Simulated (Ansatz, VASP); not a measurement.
Two plane-wave programs on HgSb

Contents of INCAR:

```
ALGO = Normal
EDIFF = 1E-7
ENCUT = 520
GGA = PS
ISIF = 2
ISMEAR = 0
LASPH = T
LCHARG = F
LREAL = F
LWAVE = F
NBANDS = 16
NELM = 80
PREC = Accurate
SIGMA = 0.05
```

File KPOINTS:

```
k-points
0
Gamma
  10 10 10
```

File POSCAR:

```
HgSb
1.0
    0.0000000000      3.2436414605      3.2436414605
    3.2436414605      0.0000000000      3.2436414605
    3.2436414605      3.2436414605      0.0000000000
Hg Sb
1 1
Direct
    0.0000000000      0.0000000000      0.0000000000
    0.2500000000      0.2500000000      0.2500000000
```

Input for Ansatz:

```yaml
crystal:
  lattice:
    - [0.0, 3.2436414605, 3.2436414605]
    - [3.2436414605, 0.0, 3.2436414605]
    - [3.2436414605, 3.2436414605, 0.0]
  atoms:
    - { symbol: Hg, position: [0.0, 0.0, 0.0] }
    - { symbol: Sb, position: [0.25, 0.25, 0.25] }
basis:
  ecutwfc: 420
  ecutrho_ratio: 4
kpoints:
  mp_grid: { grid: [10, 10, 10] }
hamiltonian:
  xc: pbesol
scf:
  occupations: { method: gaussian, width: 0.05 }
output:
  forces: true
  stress: true
  eigenvalues: true
```

Alike in both runs: task single point; functional PBEsol; k mesh 10 × 10 × 10; occupations gaussian, width 0.05 eV; no spin polarisation.

```csv
,VASP,Ansatz
version,VASP 6.6.1,Ansatz 0.2.0
potentials or method,"VASP PAW PBE potentials, release 64 (Hg, Sb), cutoff 520 eV","scalar-relativistic, plane waves, PAW"
valence electrons in the cell,17,35
```

|  | VASP | Ansatz | Ansatz less VASP |
| --- | --- | --- | --- |
| gap on the k mesh at the Fermi level (eV) | none | none | - |
| pressure (GPa) | -1.6 | -1.6 | -0.03 |

VASP's potentials were made for PBE, not for PBEsol. A gap of «none» marks a metal or a gap that the smearing closes. VASP's potentials hold 17 valence electrons a cell and Ansatz's 35, so a difference there can come from the potentials and not from the codes.

Spin-orbit coupling is off throughout.
